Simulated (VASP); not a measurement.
# WS2 (R3m) in VASP: further runs, part 2 of 2

VASP 6.6.1.

**3. Single point, PBEsol (equal xx and yy strain of -1 %)**

INCAR reads:

```
PREC = Accurate ; ENCUT = 520
EDIFF = 1E-7 ; ISMEAR = -1
SIGMA = 0.03 ; LREAL = False
LASPH = True ; NELM = 100
ALGO = Normal ; ISIF = 2
LWAVE = False ; LCHARG = False
GGA = PS ; NBANDS = 20
```

KPOINTS reads:

```
regular mesh
0
Gamma
  15 15 15
```

POSCAR reads:

```
WS2
1.0
    1.5632103805      0.9025199339      6.1633300000
   -1.5632103805      0.9025199339      6.1633300000
    0.0000000000     -1.8050398679      6.1633300000
W S
1 2
Direct
    0.0000000000      0.0000000000      0.0000000000
    0.7503000000      0.7503000000      0.7503000000
    0.5810000000      0.5810000000      0.5810000000
```

Potentials or basis: VASP PAW PBE potentials, release 64 (W_sv, S).

On the command line:

```console
$ cat potpaw_PBE.64/W_sv/POTCAR potpaw_PBE.64/S/POTCAR > POTCAR
$ mpirun -np 1 vasp_std > vasp.out
```

OUTCAR:

```text
PREC = Accurate
   ENCUT = 520
   EDIFF = 1E-7
   ISMEAR = -1
   LREAL = False
   LASPH = True
   NELM = 100
   ISIF = 2
   GGA = PS

 ion  position               nearest neighbor table
   1  0.000  0.000  0.000-   2 2.38   2 2.38   2 2.38   3 2.40   3 2.40   3 2.40
   2  0.750  0.750  0.750-   1 2.38   1 2.38   1 2.38
   3  0.581  0.581  0.581-   1 2.40   1 2.40   1 2.40

  LATTYP: Found a trigonal (rhomboedric) cell.
 ALAT       =     6.4222118942
 COS(alpha) =     0.8815062087
[... 744 lines left out ...]

  FORCE on cell =-STRESS in cart. coord.  units (eV):
  Direction    XX          YY          ZZ          XY          YZ          ZX
  --------------------------------------------------------------------------------------
  -------------------------------------------------------------------------------------
  Total        0.9997653      0.9997653      0.8453031      0.0000000     -0.0000000      0.0000000
  in kB       30.7020768     30.7020768     25.9586525      0.0000000     -0.0000000      0.0000000
  external PRESSURE =      29.1209353 kB  Pullay stress =       0.0000000 kB

 VOLUME and BASIS-vectors are now :
 -----------------------------------------------------------------------------
  energy-cutoff  :      520.00
  volume of cell :       52.17
      direct lattice vectors                 reciprocal lattice vectors
     1.563210380  0.902519934  6.163330000     0.319854580  0.184668128  0.054083318
    -1.563210380  0.902519934  6.163330000    -0.319854580  0.184668128  0.054083318
     0.000000000 -1.805039868  6.163330000     0.000000000 -0.369336256  0.054083318

 POSITION                                       TOTAL-FORCE (eV/Angst)
 -----------------------------------------------------------------------------------
      0.00000      0.00000      0.00000         0.000000      0.000000     -0.630441
      0.00000     -0.00000     13.87304         0.000000     -0.000000      0.502274
      0.00000     -0.00000     10.74268         0.000000     -0.000000      0.128167
 -----------------------------------------------------------------------------------
    total drift:                                0.000000      0.000000      0.000095

  FREE ENERGIE OF THE ION-ELECTRON SYSTEM (eV)
  ---------------------------------------------------
  free  energy   TOTEN  =       -25.2557739974 eV

  energy  without entropy=      -25.2557739973  energy(sigma->0) =      -25.25577400
```

stdout:

```text
POSCAR found type information on POSCAR W S
 POSCAR found :  2 types and       3 ions
 scaLAPACK will be used
 -----------------------------------------------------------------------------
|                                                                             |
|                                                                             |
|     You enforced a specific xc type in the INCAR file but a different       |
|     I HOPE YOU KNOW WHAT YOU ARE DOING!                                     |
|                                                                             |
 -----------------------------------------------------------------------------

 LDA part: xc-table for (Slater+PW92), standard interpolation
 POSCAR, INCAR and KPOINTS ok, starting setup
 FFT: planning ... GRIDC
 FFT: planning ... GRID_SOFT
 FFT: planning ... GRID
 WAVECAR not read
 entering main loop
```

It took 25 min on 1 thread of Oxide Virtual Turin-like, shared host; peak memory 0.52 GiB.

What came out:

| Quantity | Value |
| --- | --- |
| Free energy | -25.2558 eV |
| Pressure | 2.9 GPa |
| Largest force | 0.630 eV/Å |
| Band gap on the k mesh | 1.05 eV (least direct gap 2.01 eV) |

Forces on the atoms (eV/Å):
```
W    0.000  0.000 -0.630
S    0.000  0.000  0.502
S    0.000  0.000  0.128
```

Stress tensor (GPa, compression positive):
```
3.07 0.00 0.00
0.00 3.07 0.00
0.00 0.00 2.60
```

Caveat: the cell differs from its parent crystal (equal xx and yy strain of -1 %); the PAW data sets were made with another functional, which shifts forces and pressure a little; spin-orbit coupling is left out, which moves the levels of the heavy elements; an odd mesh through Γ misses points on the zone boundary, where band edges can lie.

**4. Single point, PBEsol (equal xx and yy strain of +1 %)**

INCAR reads:

```
ALGO = Normal
EDIFF = 1E-6
ENCUT = 520
GGA = PS
ISIF = 2
ISMEAR = -1
LASPH = T
LCHARG = F
LREAL = F
LWAVE = F
NBANDS = 20
NELM = 80
PREC = Accurate
SIGMA = 0.03
```

KPOINTS reads:

```
k-points
0
Gamma
  15 15 15
```

POSCAR reads:

```
WS2
1.0
    1.5947903881      0.9207526599      6.1633300000
   -1.5947903881      0.9207526599      6.1633300000
    0.0000000000     -1.8415053197      6.1633300000
W S
1 2
Direct
    0.0000000000      0.0000000000      0.0000000000
    0.7503000000      0.7503000000      0.7503000000
    0.5810000000      0.5810000000      0.5810000000
```

On the command line:

```console
$ cat potpaw_PBE.64/W_sv/POTCAR potpaw_PBE.64/S/POTCAR > POTCAR
$ mpirun -np 1 vasp_std > vasp.out
```

Run time: 21 min. Hardware: 1 thread of Oxide Virtual Turin-like, shared host; peak memory 0.53 GiB.

Results (log left out):

```
Free energy            : -25.2459 eV
Pressure               : -3.6 GPa
Largest force          : 0.574 eV/Å
Band gap on the k mesh : 1.02 eV (least direct gap 1.78 eV)
```

Forces on the atoms (eV/Å):
```
W    0.000  0.000 -0.574
S    0.000  0.000  0.019
S    0.000  0.000  0.555
```

Stress tensor (GPa, compression positive):
```
-4.45  0.00  0.00
 0.00 -4.45  0.00
 0.00  0.00 -1.93
```

Levels at points of the mesh, in eV from the valence-band top:
```tsv
k point	band 9	band 10	band 11	band 12	band 13	band 14	band 15	band 16	band 17	band 18
(0.00, 0.00, 0.00)	-3.57	-2.35	-2.35	-1.51	-1.15	2.08	2.08	2.45	2.45	4.44
```

Caveat: the cell differs from its parent crystal (equal xx and yy strain of +1 %); the cell stands under tension; the PAW data sets were made with another functional, which shifts forces and pressure a little; spin-orbit coupling is left out, which moves the levels of the heavy elements; an odd mesh through Γ misses points on the zone boundary, where band edges can lie.

**5. Summary**

```tsv
cell	gap on the mesh (eV)	pressure (GPa)	largest force (eV/Å)
a = 6.417 Å, angles 27.9°, 3 atoms	1.07	6.7	0.77
a = 6.422 Å, angles 28.2°, 3 atoms	1.05	2.9	0.63
a = 6.433 Å, angles 28.7°, 3 atoms	1.02	-3.6	0.57
```

Alike in all rows: task single point; level PBEsol; potentials or basis VASP PAW PBE potentials, release 64 (W_sv, S); no spin polarisation; k mesh 15 × 15 × 15; cutoff (eV) 520; smearing fermi-dirac 0.03 eV.

Caveats: the PAW data sets were made with another functional, which shifts forces and pressure a little; spin-orbit coupling is left out, which moves the levels of the heavy elements; an odd mesh through Γ misses points on the zone boundary, where band edges can lie; the cell stands under pressure (at least some runs); the cell stands under tension (at least some runs).

Total energies depend on the potentials used, so only differences within one code and one set of settings carry meaning.
